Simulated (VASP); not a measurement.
Here is a VASP 6.6.1 calculation.

Contents of POSCAR:

```
Cu
1.0
    2.4823658959      0.0000000000      0.0000000000
   -1.2411829479      2.1497919273      0.0000000000
    0.0000000000      0.0000000000      4.0286174227
Cu
2
Direct
    0.6666666667      0.3333333333      0.7500000000
    0.3333333333      0.6666666667      0.2500000000
```

Contents of INCAR.step1:

```
ALGO = Normal ; EDIFF = 1E-5
ENCUT = 520 ; GGA = PE
ISIF = 2 ; ISMEAR = -1
LASPH = T ; LCHARG = F
LREAL = F ; LWAVE = T
NBANDS = 18 ; NELM = 60
PREC = Accurate ; SIGMA = 0.05
```

Contents of INCAR.step2:

```
AEXX = 0.25 ; ALGO = Normal
EDIFF = 1E-6 ; ENCUT = 520
ISIF = 2 ; ISMEAR = -1
ISTART = 1 ; LASPH = T
LCHARG = F ; LHFCALC = T
LMIXTAU = T ; LREAL = F
LWAVE = F ; METAGGA = R2SCAN
NBANDS = 18 ; NELM = 60
PREC = Accurate ; PRECFOCK = Normal
SIGMA = 0.05
```

The input KPOINTS:

```
k-points
0
Gamma
  6 6 4
```

Potentials or basis: VASP PAW PBE potentials, release 64 (Cu).

Launch:

```sh
$ cat potpaw_PBE.64/Cu/POTCAR > POTCAR
$ cp INCAR.step1 INCAR
$ mpirun -np 1 vasp_std > vasp.out
$ cp INCAR.step2 INCAR
$ mpirun -np 1 vasp_std > vasp.out
```

Q: Estimate the band gap on the k mesh.

A: Zero (bands 11 and 12 overlap by 9.36 eV).

Q: Estimate the pressure.

A: 16.1 GPa.

Stress tensor (GPa, compression positive):
```
17.18  0.00  0.00
 0.00 17.18  0.00
 0.00  0.00 13.87
```

Caveat: the k points lie up to 0.49 Å⁻¹ apart, too coarse for converged energies and pressures of a metal; the PAW data sets were made with another functional, which shifts forces and pressure a little.
